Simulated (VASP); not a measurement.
A run of VASP 6.6.1:

The input INCAR:

```
PREC     = Accurate       # precision mode
ENCUT    = 520            # plane-wave cutoff, eV
EDIFF    = 1E-6           # SCF threshold, eV
ISMEAR   = -1             # smearing method
SIGMA    = 0.05           # smearing width, eV
LREAL    = False          # projectors in reciprocal space
LASPH    = True           # aspherical terms in the spheres
NELM     = 60             # most SCF steps
ALGO     = Normal         # electronic algorithm
ISIF     = 2              # what is computed and relaxed
LWAVE    = False          # write WAVECAR
LCHARG   = True           # write CHGCAR
GGA      = RP             # functional
LELF     = True           # ELF
LVHAR    = True         
NBANDS   = 63             # bands
```

File KPOINTS:

```
regular mesh
0
Gamma
  4 4 3
```

The input POSCAR:

```
HfIn4SiO6
1.0
    2.7288954034     -4.7272409868      0.0104235732
    2.7288954034      4.7272409868      0.0104235732
   -1.8830113197      0.0000000000      7.5774519974
Hf In Si O
1 4 1 6
Direct
    0.7882606656      0.2117393344      0.0000000000
    0.6213747863      0.3786252137      0.5000000000
    0.4548784895      0.5451215105      0.0000000000
    0.2858310085      0.7141689915      0.5000000000
    0.9574856527      0.0425143473      0.5000000000
    0.1215821148      0.8784178852      0.0000000000
    0.0621030739      0.1146406351      0.8683014704
    0.8853593649      0.9378969261      0.1316985296
    0.7958493693      0.5379907506      0.8683217331
    0.4620092494      0.2041506307      0.1316782669
    0.1516104057      0.6275041807      0.1316072192
    0.3724958193      0.8483895943      0.8683927808
```

Potentials or basis: VASP PAW PBE potentials, release 64 (Hf_pv, In_d, Si, O).

Launch:

```sh
$ cat potpaw_PBE.64/Hf_pv/POTCAR potpaw_PBE.64/In_d/POTCAR potpaw_PBE.64/Si/POTCAR potpaw_PBE.64/O/POTCAR > POTCAR
$ mpirun -np 1 vasp_std > vasp.out
```

Hardware: 1 thread of Intel(R) Xeon(R) 6975P-C (Granite Rapids), with other jobs on the host.

**Question.** Estimate the wall time of this run.

**Answer.** Run time: 2.6 min on 1 thread of Intel(R) Xeon(R) 6975P-C (Granite Rapids) (shared host), peak memory 0.42 GiB. Counts: scf iterations 17, k points 17.
